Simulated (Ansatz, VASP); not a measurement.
## GaP in VASP and in Ansatz

File INCAR:

```
PREC = Accurate
ENCUT = 500
EDIFF = 1E-6
ISMEAR = -1
SIGMA = 0.1
LREAL = F
LASPH = T
NELM = 120
ALGO = Normal
ISIF = 2
LWAVE = F
LCHARG = T
GGA = CA
LELF = T
LVHAR = T
NBANDS = 16
GGA_COMPAT = F
```

KPOINTS

```
Automatic mesh
0
Gamma
  14 14 14
```

Contents of POSCAR:

```
GaP
1.0
    0.0000000000      2.2634451540      2.2634451540
    2.2634451540      0.0000000000      2.2634451540
    2.2634451540      2.2634451540      0.0000000000
Ga P
1 1
Direct
    0.0000000000      0.0000000000      0.0000000000
    0.5000000000      0.5000000000      0.5000000000
```

Input for Ansatz:

```yaml
crystal:
  lattice:
    - [0.0, 2.263445154, 2.263445154]
    - [2.263445154, 0.0, 2.263445154]
    - [2.263445154, 2.263445154, 0.0]
  atoms:
    - { symbol: Ga, position: [0.0, 0.0, 0.0] }
    - { symbol: P, position: [0.5, 0.5, 0.5] }
kpoints:
  mp_grid: { grid: [14, 14, 14] }
scf:
  occupations: { method: fermi_dirac, width: 0.1 }
hamiltonian:
  xc: lda
  pseudopotentials: { kind: all_electron, lapw: { basis_error: 0.001 } }
output:
  forces: true
  stress: true
  eigenvalues: true
  populations: true
```

Change from the starting cell: volume scaled by 0.72, LAPW.

Alike in both runs: task single point; functional LDA; k mesh 14 × 14 × 14; occupations fermi-dirac, width 0.1 eV; no spin polarisation.

|  | VASP | Ansatz |
| --- | --- | --- |
| version | VASP 6.6.1 | Ansatz 0.2.0 |
| potentials or method | VASP PAW LDA potentials, release 64 (Ga_d, P), cutoff 500 eV | all-electron LAPW, scalar-relativistic |

|  | VASP | Ansatz | Ansatz less VASP |
| --- | --- | --- | --- |
| pressure (GPa) | 71.8 | 71.3 | -0.53 |

LDA's correlation is that of Perdew and Zunger in VASP and of Perdew and Wang (1992) in Ansatz. Both programs put the cell under a high pressure, so it lies far from rest at this level. Ansatz ran all-electron here, and VASP with PAW potentials.

Noted on VASP's run: the cell as given lies far from equilibrium.
